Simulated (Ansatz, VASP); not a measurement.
**SiC: VASP beside Ansatz**

```
Si C
1.0
     3.07662    0.00000    0.00000
    -1.53831    2.66443    0.00000
     0.00000    0.00000   15.09808
Si C
6 6
Direct
  0.33333 0.66667 0.83299
  0.66667 0.33333 0.33299
  0.66667 0.33333 0.66650
  0.33333 0.66667 0.16650
  0.00000 0.00000 0.49973
  0.00000 0.00000 0.99973
  0.00000 0.00000 0.87437
  0.00000 0.00000 0.37437
  0.33333 0.66667 0.70800
  0.66667 0.33333 0.20800
  0.66667 0.33333 0.54152
  0.33333 0.66667 0.04152
```

Alike in both runs: task electric field gradients; functional PBE; k mesh 10 × 10 × 2; occupations fermi-dirac, width 0.02 eV; no spin polarisation.

|  | VASP | Ansatz |
| --- | --- | --- |
| version | VASP 6.6.1 | Ansatz 0.2.0 |
| potentials or method | VASP PAW PBE potentials, release 64 (Si, C) | plane-wave PAW, scalar-relativistic |
| plane-wave cutoff (eV) | 520 | 420 |
| valence electrons in the cell | 48 | 48 |

|  | VASP | Ansatz | Ansatz less VASP |
| --- | --- | --- | --- |
| gap on the k mesh at the Fermi level (eV) | 2.02 | 2.03 | +0.002 |
| pressure (GPa) | 3.9 | 3.9 | +0.06 |
| traceless stress, the component that is largest in VASP (GPa) | -0.06 | -0.07 | -0.002 |
| size of Vzz on the site where it differs most (V/Å²) | 0.5 | 0.6 | +0.17 |
